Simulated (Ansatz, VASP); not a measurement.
**Two plane-wave programs on AlO5**

The input INCAR:

```
ALGO = Normal
EDIFF = 1E-7
EDIFFG = -0.04
ENCUT = 600
GGA = PE
IBRION = 2
ISIF = 3
ISMEAR = 0
LASPH = T
LCHARG = F
LREAL = F
LWAVE = F
NELM = 100
NSW = 90
PREC = Accurate
SIGMA = 0.1
```

KPOINTS

```
k-points
0
Gamma
  6 6 6
```

File POSCAR:

```
AlO5
1.0
    2.6214660900      1.5135041500      2.9655536600
   -2.6214660900      1.5135041500      2.9655536600
    0.0000000000     -3.0270083000      2.9655536600
Al O
1 5
Direct
    0.5000000000      0.5000000000      0.5000000000
    0.5000000000      0.5000000000      0.0000000000
    0.0000000000      0.5000000000      0.5000000000
    0.5000000000      0.0000000000      0.5000000000
    0.7202809200      0.7202809200      0.7202809200
    0.2797190800      0.2797190800      0.2797190800
```

Input for Ansatz:

```yaml
crystal:
  lattice:
    - [2.62146609, 1.51350415, 2.96555366]
    - [-2.62146609, 1.51350415, 2.96555366]
    - [0.0, -3.0270083, 2.96555366]
  atoms:
    - { symbol: Al, position: [0.5, 0.5, 0.5] }
    - { symbol: O, position: [0.5, 0.5, 0.0] }
    - { symbol: O, position: [0.0, 0.5, 0.5] }
    - { symbol: O, position: [0.5, 0.0, 0.5] }
    - { symbol: O, position: [0.72028092, 0.72028092, 0.72028092] }
    - { symbol: O, position: [0.27971908, 0.27971908, 0.27971908] }
basis:
  ecutwfc: 420
kpoints:
  mp_grid: { grid: [6, 6, 6] }
hamiltonian:
  xc: pbe
scf:
  occupations: { method: gaussian, width: 0.1 }
  lower_state_search: "off"
output:
  forces: true
  stress: true
  eigenvalues: true
relax:
  adjacent_minimum: "off"
  f_tol: 0.04
  max_steps: 70
  cell: { stress_tol: 0.4 }
```

Alike in both runs: task relaxation of cell and atoms; functional PBE; k mesh 6 × 6 × 6; occupations gaussian, width 0.1 eV; no spin polarisation.

|  | VASP | Ansatz |
| --- | --- | --- |
| version | VASP 6.6.1 | Ansatz 0.2.0 |
| potentials or method | VASP PAW PBE potentials, release 64 (Al, O), cutoff 600 eV | scalar-relativistic, plane waves, PAW |
| valence electrons in the cell | 33 | 33 |

```tsv
	VASP	Ansatz	Ansatz less VASP
gap on the k mesh at the Fermi level, each at its own relaxed structure (eV)	none	none	-
relaxed volume (Å³/atom)	9.47	9.50	+0.031
relaxed length of the cell vector where the two differ most in proportion (Å)	3.852	3.857	+0.0047
```

A gap of «none» marks a metal or a gap that the smearing closes.

Noted on VASP's run: the volume moved by over 15 % at a fixed basis, so the end points are rough.
